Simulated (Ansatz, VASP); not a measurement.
Two plane-wave programs on MgSe

The input INCAR:

```
SYSTEM = MgSe
ALGO = Normal ; EDIFF = 1E-6
ENCUT = 600 ; GGA = PE
GGA_COMPAT = .False. ; ISIF = 2
ISMEAR = 0 ; LASPH = .True.
LCHARG = .False. ; LREAL = .False.
LWAVE = .False. ; NBANDS = 11
NELM = 120 ; PREC = Accurate
SIGMA = 0.01
```

The input KPOINTS:

```
k-points
0
Gamma
  6 6 6
  0 0 0
```

File POSCAR:

```
MgSe
1.0
    0.0000000000      2.7255000000      2.7255000000
    2.7255000000      0.0000000000      2.7255000000
    2.7255000000      2.7255000000      0.0000000000
Mg Se
1 1
Direct
    0.0000000000      0.0000000000      0.0000000000
    0.5091726289      0.4908273711      0.4908273711
```

Input for Ansatz:

```yaml
crystal:
  lattice:
    - [0.0, 2.7255, 2.7255]
    - [2.7255, 0.0, 2.7255]
    - [2.7255, 2.7255, 0.0]
  atoms:
    - { symbol: Mg, position: [0.0, 0.0, 0.0] }
    - { symbol: Se, position: [0.5091726288754357, 0.4908273711245643, 0.4908273711245643] }
kpoints:
  mp_grid:
    grid: [6, 6, 6]
hamiltonian:
  xc: pbe
scf:
  occupations:
    method: fixed
output:
  forces: true
```

Alike in both runs: task single point; functional PBE; k mesh 6 × 6 × 6; no spin polarisation.

|  | VASP | Ansatz |
| --- | --- | --- |
| version | VASP 6.6.1 | Ansatz 0.2.0 |
| potentials or method | VASP PAW PBE potentials, release 64 (Mg, Se) | plane waves, PAW |
| plane-wave cutoff (eV) | 600 | 420 |
| occupations | gaussian, width 0.01 eV | fixed |
| valence electrons in the cell | 8 | 26 |

```tsv
	VASP	Ansatz	Ansatz less VASP
rms of the force components (eV/Å)	0.073	0.072	-0.0004
```

Atom by atom the forces differ by 0.000 eV/Å (rms over components). VASP's potentials hold 8 valence electrons a cell and Ansatz's 26, so a difference there can come from the potentials and not from the codes.
